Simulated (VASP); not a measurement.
# SnO2 (P1) in VASP: single point with r2SCAN

Aim: the single point of SnO2 with r2SCAN.

All numbers are computed with VASP 6.6.1; they aren't measurements. Logs are shortened: lines on timing, memory, paths and dates and some standing lists are left out, and cuts for length are marked.

## (1) The cell of the first run

The typed cell holds 12 atoms: a = 3.201 Å, b = 4.760 Å, c = 9.525 Å, α = 90.00°, β = 88.07°, γ = 90.00°.

## (2) Single point, r2SCAN (the part above a cut slid along it)

File POSCAR:

```
SnO2
1.0
    0.0000000000      0.0000000000     -3.2007107590
   -4.7598182097      0.0000000000      0.0000000000
    0.0000000000      9.5201150501     -0.3200710759
Sn O
4 8
Direct
    0.4048500000      0.5000000000      0.9515000000
    0.4548500000      0.5000000000      0.4515000000
    0.9798500000      0.0000000000      0.2015000000
    0.9298500000      0.0000000000      0.7015000000
   -0.0854479109      0.6941376349      0.8544791092
   -0.0354479109      0.6941376349      0.3544791092
    0.4201479109      0.1941376349      0.7985208908
    0.4701479109      0.1941376349      0.2985208908
    0.4895520891      0.8058623651      0.1044791092
    0.4395520891      0.8058623651      0.6044791092
    0.9951479109      0.3058623651      0.0485208908
    0.9451479109      0.3058623651      0.5485208908
```

File INCAR.step1:

```
SYSTEM = SnO2
ALGO = Normal ; EDIFF = 1E-4
ENCUT = 520 ; GGA = PE
ISMEAR = 0 ; KPAR = 4
LASPH = .TRUE. ; LCHARG = .FALSE.
LREAL = .FALSE. ; LWAVE = .TRUE.
NBANDS = 64 ; NELM = 60
PREC = Accurate ; SIGMA = 0.05
```

File INCAR.step2:

```
SYSTEM = SnO2
ALGO = Normal ; EDIFF = 1E-7
ENCUT = 520 ; ISIF = 2
ISMEAR = 0 ; ISTART = 1
KPAR = 4 ; LASPH = .TRUE.
LCHARG = .FALSE. ; LMIXTAU = .TRUE.
LREAL = .FALSE. ; LWAVE = .FALSE.
METAGGA = R2SCAN ; NBANDS = 64
NELM = 60 ; PREC = Accurate
SIGMA = 0.05
```

File KPOINTS:

```
k-points
0
G
  8 6 3
  0 0 0
```

Potentials or basis: VASP PAW PBE potentials, release 64 (Sn_d, O).

Run with:

```console
$ cat potpaw_PBE.64/Sn_d/POTCAR potpaw_PBE.64/O/POTCAR > POTCAR
$ cp INCAR.step1 INCAR
$ mpirun -np 4 vasp_std > vasp.out
$ cp INCAR.step2 INCAR
$ mpirun -np 4 vasp_std > vasp.out
```

OUTCAR:

```text
SYSTEM = SnO2
   EDIFF = 1E-7
   ENCUT = 520
   ISIF = 2
   ISMEAR = 0
   ISTART = 1
   LASPH = .TRUE.
   LREAL = .FALSE.
   METAGGA = R2SCAN
   NELM = 60
   PREC = Accurate

 ion  position               nearest neighbor table
   1  0.405  0.500  0.952-  11 1.83   7 2.06   5 2.07   5 2.07   9 2.08  11 2.32   3 3.60   3 3.60
                             4 3.73   4 3.73   4 3.73   4 3.73
   2  0.455  0.500  0.452-  10 2.06   8 2.06  12 2.07   6 2.07  12 2.07   6 2.07   3 3.73   4 3.73
                             3 3.73   4 3.73   4 3.73   3 3.73   4 3.73   3 3.73
   3  0.980  0.000  0.202-   6 2.06  11 2.06   8 2.07   9 2.07   8 2.07   9 2.07   1 3.60   1 3.60
                             2 3.73   2 3.73   2 3.73   2 3.73
   4  0.930  0.000  0.702-   5 2.06  12 2.06   7 2.07  10 2.07   7 2.07  10 2.07   2 3.73   1 3.73
                             2 3.73   1 3.73   2 3.73   1 3.73   2 3.73   1 3.73
   5  0.915  0.694  0.854-   4 2.06   1 2.07   1 2.07
   6  0.965  0.694  0.354-   3 2.06   2 2.07   2 2.07
   7  0.420  0.194  0.799-   1 2.06   4 2.07   4 2.07
   8  0.470  0.194  0.299-   2 2.06   3 2.07   3 2.07
   9  0.490  0.806  0.104-   3 2.07   3 2.07   1 2.08
  10  0.440  0.806  0.604-   2 2.06   4 2.07   4 2.07
  11  0.995  0.306  0.049-   1 1.83   3 2.06   1 2.32
  12  0.945  0.306  0.549-   4 2.06   2 2.07   2 2.07

  LATTYP: Found a simple monoclinic cell.
 ALAT       =     3.2007107590
 B/A-ratio  =     1.4871128846
 C/A-ratio  =     2.9760558586
 COS(beta)  =    -0.0336015198

  Lattice vectors:

 A1 = (   0.0000000000,   0.0000000000,  -3.2007107590)
 A2 = (   4.7598182097,   0.0000000000,   0.0000000000)
 A3 = (   0.0000000000,  -9.5201150501,   0.3200710759)

Analysis of symmetry for initial positions (statically):
=====================================================================
 Subroutine PRICEL returns:
 Original cell was already a primitive cell.

 Routine SETGRP: Setting up the symmetry group for a
 simple monoclinic supercell.

 Subroutine GETGRP returns: Found  1 space group operations
 (whereof  1 operations were pure point group operations)
 out of a pool of  4 trial point group operations.

The static configuration has the point symmetry C_1 .

Analysis of symmetry for dynamics (positions and initial velocities):
=====================================================================
 Subroutine PRICEL returns:
 Original cell was already a primitive cell.

 Routine SETGRP: Setting up the symmetry group for a
 simple monoclinic supercell.

 Subroutine GETGRP returns: Found  1 space group operations
 (whereof  1 operations were pure point group operations)
 out of a pool of  4 trial point group operations.

The dynamic configuration has the point symmetry C_1 .

 Subroutine INISYM returns: Found  1 space group operations
 (whereof  1 operations are pure point group operations),
 and found     1 'primitive' translations

----------------------------------------------------------------------------------------

                                     Primitive cell

  volume of cell :     145.0371

  direct lattice vectors                    reciprocal lattice vectors
     0.000000000  0.000000000 -3.200710759     0.000000000 -0.010504075 -0.312430605
    -4.759818210  0.000000000  0.000000000    -0.210092057  0.000000000  0.000000000
     0.000000000  9.520115050 -0.320071076     0.000000000  0.105040747  0.000000000

  length of vectors
     3.200710759  4.759818210  9.525494006     0.312607132  0.210092057  0.105040747

  position of ions in fractional coordinates (direct lattice)
     0.404850000  0.500000000  0.951500000
     0.454850000  0.500000000  0.451500000
     0.979850000  0.000000000  0.201500000
     0.929850000  0.000000000  0.701500000
     0.914552089  0.694137635  0.854479109
     0.964552089  0.694137635  0.354479109
     0.420147911  0.194137635  0.798520891
     0.470147911  0.194137635  0.298520891
     0.489552089  0.805862365  0.104479109
     0.439552089  0.805862365  0.604479109
     0.995147911  0.305862365  0.048520891
     0.945147911  0.305862365  0.548520891

  ion indices of the primitive-cell ions
   primitive index   ion index
                 1           1
                 2           2
                 3           3
                 4           4
                 5           5
                 6           6
                 7           7
                 8           8
                 9           9
                10          10
                11          11
                12          12

----------------------------------------------------------------------------------------

 KPOINTS: k-points

Automatic generation of k-mesh.
 Grid dimensions read from file:
 generate k-points for:    8    6    3

 Generating k-lattice:

  Cartesian coordinates                     Fractional coordinates (reciprocal lattice)
     0.000000000 -0.001313009 -0.039053826     0.125000000  0.000000000  0.000000000
    -0.035015343  0.000000000  0.000000000     0.000000000  0.166666667  0.000000000
     0.000000000  0.035013582  0.000000000     0.000000000  0.000000000  0.333333333

  Length of vectors
     0.039075891  0.035015343  0.035013582

  Shift w.r.t. Gamma in fractional coordinates (k-lattice)
     0.000000000  0.000000000  0.000000000

 Subroutine IBZKPT returns following result:
 ===========================================

 Found     74 irreducible k-points:

 Following reciprocal coordinates:
            Coordinates               Weight
  0.000000  0.000000  0.000000      1.000000
  0.125000  0.000000 -0.000000      2.000000
  0.250000  0.000000 -0.000000      2.000000
  0.375000  0.000000 -0.000000      2.000000
  0.500000  0.000000 -0.000000      1.000000
  0.000000  0.166667  0.000000      2.000000
[... 16 lines left out ...]
  0.125000  0.500000 -0.000000      2.000000
  0.250000  0.500000 -0.000000      2.000000
 [... further k-points ...]
   k-points           NKPTS =     74   k-points in BZ     NKDIM =     74   number of bands    NBANDS=     64
   number of dos      NEDOS =    301   number of ions     NIONS =     12
   total plane-waves  NPLWV =  62208
   dimension x,y,z NGX =    24 NGY =   36 NGZ =   72
   dimension x,y,z NGXF=    48 NGYF=   72 NGZF=  144
   ions per type =               4   8
   NGX,Y,Z   is equivalent  to a cutoff of  12.47, 12.57, 12.57 a.u.
   NGXF,Y,Z  is equivalent  to a cutoff of  24.93, 25.15, 25.13 a.u.
 SYSTEM =  SnO2
   PREC   = accura    normal or accurate (medium, high low for compatibility)
   ISTART =      1    job   : 0-new  1-cont  2-samecut
   ICHARG =      0    charge: 1-file 2-atom 10-const
   ISPIN  =      1    spin polarized calculation?
   LNONCOLLINEAR =      F non collinear calculations
   LSORBIT =      F    spin-orbit coupling
   LASPH  =      T    aspherical Exc in radial PAW
   ENCUT  =  520.0 eV  38.22 Ry    6.18 a.u.   5.95  8.85 17.71*2*pi/ulx,y,z
   NELM   =     60;   NELMIN=  2; NELMDL=  0     # of ELM steps
   EDIFF  = 0.1E-06   stopping-criterion for ELM
   LREAL  =      F    real-space projection
   EDIFFG = 0.1E-05   stopping-criterion for IOM
   NSW    =      0    number of steps for IOM
   IBRION =     -1    ionic relax: 0-MD 1-quasi-New 2-CG
   NFREE  =      0    steps in history (QN), initial steepest desc. (CG)
   ISIF   =      2    stress and relaxation
   ISYM   =      2    0-nonsym 1-usesym 2-fastsym
   POTIM  = 0.5000    time-step for ionic-motion
   TEBEG  =    0.0;   TEEND  =   0.0 temperature during run
   PSTRESS=    0.0 pullay stress
   NELECT =     104.0000    total number of electrons
   NUPDOWN=      -1.0000    fix difference up-down
   EMIN   =  10.00;   EMAX   =-10.00  energy-range for DOS
   EFERMI =   0.00;   METHOD = LEGACY
   ISMEAR =     0;   SIGMA  =   0.05  broadening in eV -4-tet -1-fermi 0-gaus
   EFERMI_NEDOS =   21; number of points for ismear=-14 and -15
   IALGO  =     38    algorithm
   IMIX   =      4    mixing-type and parameters
     AMIX     =   0.40;   BMIX     =  1.00
     AMIX_MAG =   1.60;   BMIX_MAG =  1.00
  volume/ion in A,a.u.               =      12.09        81.56
  Fermi-wavevector in a.u.,A,eV,Ry     =   1.465299  2.769014 29.213088  2.147101
  Thomas-Fermi vector in A             =   2.581173
   LORBIT       =      0    0 simple, 1 ext, 2 COOP (PROOUT), +10 PAW based schemes
   METAGGA = R2SCAN    functional components
   LHFCALC =     F    Hartree Fock is set to
   AEXX    =    0.0000 exact exchange contribution
   IVDW    =     0    specifies the selected vdW correction
   LEPSILON=     F    determine dielectric tensor
   LRPA    =     F    only Hartree local field effects (RPA)
 non-spin polarized calculation
 Gauss-broadening in eV      SIGMA  =   0.05
  energy-cutoff  :      520.00
  volume of cell :      145.04
 maximum number of plane-waves:      3934
   NGX = 11   NGY = 17   NGZ = 35

 number of electron     103.9999988 magnetization

 Free energy of the ion-electron system (eV)
  ---------------------------------------------------
  ext. energy  EPLUGINS =         0.00000000
  ---------------------------------------------------
  free energy    TOTEN  =      -168.62173272 eV

  energy without entropy =     -168.62173272  energy(sigma->0) =     -168.62173272

 E-fermi :   5.8176     XC(G=0): -11.9634

 val. band max:        5.5631044817   @ k =   0.0000   0.0000   0.0000
 cond. band min:       7.3638689184   @ k =   0.0000   0.0000   0.0000
 fundamental gap:      1.8007644367
 Fermi energy:         5.8176189371

 k-point     1 :       0.0000    0.0000    0.0000
  band No.  band energies     occupation
      1     -16.2655      2.00000
      2     -15.9077      2.00000
      3     -15.7834      2.00000
      4     -15.3873      2.00000
      5     -15.1772      2.00000
      6     -14.9731      2.00000
[... 56 lines left out ...]
     63      17.4173      0.00000
     64      17.5032      0.00000

 k-point     2 :       0.1250    0.0000   -0.0000
  band No.  band energies     occupation
      1     -16.2137      2.00000
      2     -15.8938      2.00000
      3     -15.7343      2.00000
      4     -15.4213      2.00000
      5     -15.1585      2.00000
      6     -15.1453      2.00000
[... 56 lines left out ...]
     63      16.9833      0.00000
     64      17.8703      0.00000

 k-point     3 :       0.2500    0.0000   -0.0000
  band No.  band energies     occupation
      1     -16.1771      2.00000
      2     -15.8579      2.00000
      3     -15.7908      2.00000
      4     -15.6107      2.00000
      5     -15.5065      2.00000
      6     -15.2447      2.00000
[... 1396 lines left out ...]
     63      17.1965      0.00000
     64      17.3289      0.00000

 k-point    24 :       0.2500    0.5000   -0.0000
  band No.  band energies     occupation
      1     -16.1568      2.00000
      2     -15.8033      2.00000
      3     -15.7116      2.00000
      4     -15.6182      2.00000
      5     -15.5331      2.00000
      6     -15.5134      2.00000
[... 56 lines left out ...]
     63      16.7617      0.00000
     64      16.9840      0.00000

 [... further k-points ...]
[... 5 lines left out ...]
  --------------------------------------------------------------------------------------
  -------------------------------------------------------------------------------------
  Total        2.4662351      3.0312305      3.6840465      1.5598577      4.5591924      2.2955249
  in kB       27.2436989     33.4850197     40.6964650     17.2312412     50.3639177     25.3579181
  external PRESSURE =      33.8083945 kB  Pullay stress =       0.0000000 kB

 VOLUME and BASIS-vectors are now :
 -----------------------------------------------------------------------------
  energy-cutoff  :      520.00
  volume of cell :      145.04
      direct lattice vectors                 reciprocal lattice vectors
     0.000000000  0.000000000 -3.200710759     0.000000000 -0.010504075 -0.312430605
    -4.759818210  0.000000000  0.000000000    -0.210092057  0.000000000  0.000000000
     0.000000000  9.520115050 -0.320071076     0.000000000  0.105040747  0.000000000

 POSITION                                       TOTAL-FORCE (eV/Angst)
 -----------------------------------------------------------------------------------
     -2.37991      9.05839     -1.60036        -2.060300     -1.813201     -3.880165
     -2.37991      4.29833     -1.60036         0.004683     -0.025827     -0.006321
      0.00000      1.91830     -3.20071        -0.027554      0.049914      0.011155
      0.00000      6.67836     -3.20071        -0.040590     -0.067691      0.032504
     -3.30397      8.13474     -3.20071         0.123527      0.014476     -0.090489
     -3.30397      3.37468     -3.20071        -0.009796     -0.002531      0.018319
     -0.92406      7.60201     -1.60036         0.046992     -0.106841     -0.309607
     -0.92406      2.84195     -1.60036        -0.034802      0.034153     -0.042699
     -3.83576      0.99465     -1.60036         0.116543     -0.072717      0.509501
     -3.83576      5.75471     -1.60036         0.024495     -0.003255      0.010566
     -1.45585      0.46192     -3.20071         1.835222      1.964527      3.758738
     -1.45585      5.22198     -3.20071         0.021580      0.028992     -0.011501
 -----------------------------------------------------------------------------------
    total drift:                                0.002398     -0.000332     -0.004672

  FREE ENERGIE OF THE ION-ELECTRON SYSTEM (eV)
  ---------------------------------------------------
  free  energy   TOTEN  =      -168.6217327205 eV

  energy  without entropy=     -168.6217327205  energy(sigma->0) =     -168.62173272
```

Wall time 20 min (4 MPI ranks of AMD EPYC 9755, shared host); peak memory 0.56 GiB.

Results:

| Quantity | Value |
| --- | --- |
| Free energy | -168.6217 eV |
| Pressure | 3.4 GPa |
| Largest force | 4.753 eV/Å |
| Band gap on the k mesh | 1.80 eV |

Forces on the atoms (eV/Å):
```
Sn  -2.060 -1.813 -3.880
Sn   0.005 -0.026 -0.006
Sn  -0.028  0.050  0.011
Sn  -0.041 -0.068  0.033
O    0.124  0.014 -0.090
O   -0.010 -0.003  0.018
O    0.047 -0.107 -0.310
O   -0.035  0.034 -0.043
O    0.117 -0.073  0.510
O    0.024 -0.003  0.011
O    1.835  1.965  3.759
O    0.022  0.029 -0.012
```

Caveat: the cell differs from its parent crystal (the part above a cut slid along it); the cell stands under pressure; the PAW data sets were made with another functional, which shifts forces and pressure a little; spin-orbit coupling is left out, which moves the levels of the heavy elements.
